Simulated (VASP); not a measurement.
Write the native input for VASP 6.6.1 that does the following.

| Item | Value |
| --- | --- |
| Task | single point |
| Functional | PBEsol |
| Potentials or basis | VASP PAW PBE potentials, release 64 (Ni, Sb) |
| Cutoff | 520 eV |
| k mesh | 12 × 12 × 8 |
| Occupations | gaussian, width 0.1 eV |
| Spin | no spin polarisation |
| Dipole correction | no |
| Further INCAR settings | ALGO = Normal; EDIFF = 1e-06; NBANDS = 23 |

The structure of NiSb lies in POSCAR:

```
NiSb
1.0
    3.7677752462      0.0000000000      0.0000000000
   -1.8838876231      3.2629890790      0.0000000000
    0.0000000000      0.0000000000      4.8794273460
Ni Sb
2 2
Direct
    0.0000000000      0.0000000000      0.0000000000
    0.0000000000      0.0000000000      0.5000000000
    0.3333333333      0.6666666667      0.2500000000
    0.6666666667      0.3333333333      0.7500000000
```

The input as run:

INCAR

```
SYSTEM = NiSb
PREC = Accurate
ENCUT = 520
EDIFF = 1E-6
ISMEAR = 0
SIGMA = 0.1
LREAL = .FALSE.
LASPH = .TRUE.
NELM = 80
ALGO = Normal
ISIF = 2
LWAVE = .FALSE.
LCHARG = .FALSE.
GGA = PS
NBANDS = 23
```

KPOINTS

```
regular mesh
0
G
  12 12 8
  0 0 0
```

Potentials or basis: VASP PAW PBE potentials, release 64 (Ni, Sb).

Command:

```console
$ cat potpaw_PBE.64/Ni/POTCAR potpaw_PBE.64/Sb/POTCAR > POTCAR
$ mpirun -np 1 vasp_std > vasp.out
```

Results of the run:

| Property | Result |
| --- | --- |
| Pressure | 20.1 GPa |
| Band gap on the k mesh | zero (band 15 reaches 14.37 eV, above the bottom of band 16 at 10.39 eV) |

Caveat: the PAW data sets were made with another functional, which shifts forces and pressure a little; spin-orbit coupling is left out, which moves the levels of the heavy elements.

Wall time 100 s on 1 thread of Intel(R) Xeon(R) Platinum 8259CL CPU @ 2.50GHz (Skylake/Cascade Lake), on a shared host, peak memory 0.25 GiB.
